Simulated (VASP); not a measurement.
A run of VASP 6.6.1 is set up as follows.

INCAR

```
PREC = Accurate
ENCUT = 600
EDIFF = 1E-7
ISMEAR = 0
SIGMA = 0.1
LREAL = F
LASPH = T
NELM = 80
ALGO = Normal
ISIF = 3
LWAVE = F
LCHARG = F
GGA = PE
IBRION = 2
NSW = 90
EDIFFG = -0.04
```

Contents of KPOINTS:

```
Automatic mesh
0
Gamma
  6 6 4
```

Contents of POSCAR:

```
Ta2Si2O
1.0
    4.1850305500      0.0000000000      0.0000000000
   -2.0925152800      3.6243427700      0.0000000000
    0.0000000000      0.0000000000      5.7529322600
Ta Si O
2 2 1
Direct
    0.0000000000      0.0000000000      0.7077634600
    0.0000000000      0.0000000000      0.2922365400
    0.3333333300      0.6666666700      0.5000000000
    0.6666666700      0.3333333300      0.5000000000
    0.0000000000      0.0000000000      0.0000000000
```

Potentials or basis: VASP PAW PBE potentials, release 64 (Ta_pv, Si, O).

Run with:

```console
$ cat potpaw_PBE.64/Ta_pv/POTCAR potpaw_PBE.64/Si/POTCAR potpaw_PBE.64/O/POTCAR > POTCAR
$ mpirun -np 1 vasp_std > vasp.out
```

(1) Estimate the space group after relaxing (to 0.1 Å).

(2) Estimate the relaxed cell.

(3) Estimate the relaxed volume.

Results:

(1) P6/mmm (No. 191).

(2) a = 3.990 Å, b = 3.990 Å, c = 6.688 Å, α = 90.00°, β = 90.00°, γ = 120.00°.

(3) 18.44 Å³/atom.

Caveat: a cell axis changed by over 15 % at a fixed basis, so the end point is rough.
